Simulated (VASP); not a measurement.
Wanted: the native input for a VASP 6.6.1 run.

* Task: single point
* Functional: r2SCAN
* Potentials or basis: VASP PAW PBE potentials, release 64 (Sr_sv, O)
* Cutoff: 520 eV
* k mesh: 8 × 8 × 8
* Occupations: gaussian, width 0.01 eV
* Spin: no spin polarisation
* Dipole correction: no
* Further INCAR settings: ALGO = Normal; EDIFF = 1e-06; NBANDS = 15

The system is SrO.

```
CELL_PARAMETERS angstrom
0.00000 2.57989 2.62530
2.57989 0.00000 2.62530
2.57989 2.57989 0.00000
ATOMIC_POSITIONS crystal
Sr 0.00000 0.00000 0.00000
O 0.50000 0.50000 0.50000
```

This cell differs from its parent crystal: uniaxial z strain +1.8%.

The input as run:

POSCAR

```
SrO
1.0
    0.0000000000      2.5798923266      2.6252984315
    2.5798923266      0.0000000000      2.6252984315
    2.5798923266      2.5798923266      0.0000000000
Sr O
1 1
Direct
    0.0000000000      0.0000000000      0.0000000000
    0.5000000000      0.5000000000      0.5000000000
```

INCAR.step1

```
PREC = Accurate
ENCUT = 520
ISMEAR = 0
SIGMA = 0.01
LREAL = False
LASPH = True
NELM = 100
NBANDS = 15
GGA = PE
ALGO = Normal
EDIFF = 1E-4
LWAVE = True
LCHARG = False
```

INCAR.step2

```
PREC = Accurate
ENCUT = 520
EDIFF = 1E-6
ISMEAR = 0
SIGMA = 0.01
LREAL = False
LASPH = True
NELM = 100
ALGO = Normal
ISIF = 2
LWAVE = False
LCHARG = False
METAGGA = R2SCAN
LMIXTAU = True
NBANDS = 15
ISTART = 1
```

KPOINTS

```
Automatic mesh
0
Gamma
  8 8 8
```

Potentials or basis: VASP PAW PBE potentials, release 64 (Sr_sv, O).

Launch:

```sh
$ cat potpaw_PBE.64/Sr_sv/POTCAR potpaw_PBE.64/O/POTCAR > POTCAR
$ cp INCAR.step1 INCAR
$ mpirun -np 1 vasp_std > vasp.out
$ cp INCAR.step2 INCAR
$ mpirun -np 1 vasp_std > vasp.out
```

Results of the run:

* Pressure: -1.0 GPa
* Band gap on the k mesh: 3.72 eV, indirect (least direct gap 3.81 eV)

Caveat: the cell differs from its parent crystal (uniaxial z strain +1.8%); the PAW data sets were made with another functional, which shifts forces and pressure a little.

Run time: 72 s on 1 thread of Intel(R) Xeon(R) 6975P-C (Granite Rapids), with other jobs on the host, peak memory 0.18 GiB.
